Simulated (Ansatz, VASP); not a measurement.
**AlN in VASP and in Ansatz**

```
Al N
1.0
     0.00000    2.52124    1.63880
     2.52124    0.00000    1.63880
     2.52124    2.52124    0.00000
Al N
1 1
Cartesian
  0.0000 0.0000 0.0000
  3.7819 3.7819 2.4582
```

Alike in both runs: task single point; functional r2SCAN; k mesh 10 × 10 × 10; occupations gaussian, width 0.05 eV; no spin polarisation.

|  | VASP | Ansatz |
| --- | --- | --- |
| version | VASP 6.6.1 | Ansatz 0.2.0 |
| potentials or method | VASP PAW PBE potentials, release 64 (Al, N), cutoff 520 eV | scalar-relativistic, plane waves, PAW |
| valence electrons in the cell | 8 | 8 |

|  | VASP | Ansatz | Ansatz less VASP |
| --- | --- | --- | --- |
| gap on the k mesh at the Fermi level (eV) | 3.20 | 3.17 | -0.026 |
| least direct gap on the mesh (eV) | 3.20 | 3.17 | -0.026 |
| pressure (GPa) | -15.5 | -15.0 | +0.47 |
| traceless stress, the component that is largest in VASP (GPa) | 25.48 | 25.34 | -0.148 |

VASP's potentials were made for PBE, not for r2SCAN.
